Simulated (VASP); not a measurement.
Wanted: the native input for a VASP 6.6.1 run.

| Item | Value |
| --- | --- |
| Task | single point |
| Functional | RPBE |
| Potentials or basis | VASP PAW PBE potentials, release 64 (In_d) |
| Cutoff | 520 eV |
| k mesh | 11 × 11 × 11 |
| Occupations | fermi-dirac, width 0.1 eV |
| Spin | no spin polarisation |
| Dipole correction | no |
| Further INCAR settings | ALGO = Normal; EDIFF = 1e-07; NBANDS = 12 |

The structure of In lies in POSCAR:

```
In
1.0
    3.0113557527      0.0000000000      0.0000000000
    0.0000000000      3.0113557527      0.0000000000
    0.0000000000      0.0000000000      3.0113557527
In
1
Direct
    0.0000000000      0.0000000000      0.0000000000
```

This cell differs from its parent crystal: volume scaled by 0.88.

One way to write it, as run:

INCAR

```
SYSTEM = In
ALGO = Normal ; EDIFF = 1E-7
ENCUT = 520 ; GGA = RP
ISIF = 2 ; ISMEAR = -1
LASPH = .True. ; LCHARG = .False.
LREAL = .False. ; LWAVE = .False.
NBANDS = 12 ; NELM = 80
PREC = Accurate ; SIGMA = 0.1
```

KPOINTS

```
k-points
0
Gamma
  11 11 11
  0 0 0
```

Potentials or basis: VASP PAW PBE potentials, release 64 (In_d).

The run is started by

```bash
$ cat potpaw_PBE.64/In_d/POTCAR > POTCAR
$ mpirun -np 1 vasp_std > vasp.out
```

It gave:

```json
{
  "Pressure": "4.8 GPa"
}
```

Caveat: the PAW data sets were made with another functional, which shifts forces and pressure a little.

Run time: 7.8 s on 1 thread of Intel Xeon 6975P-C, on a shared host, peak memory 0.15 GiB.
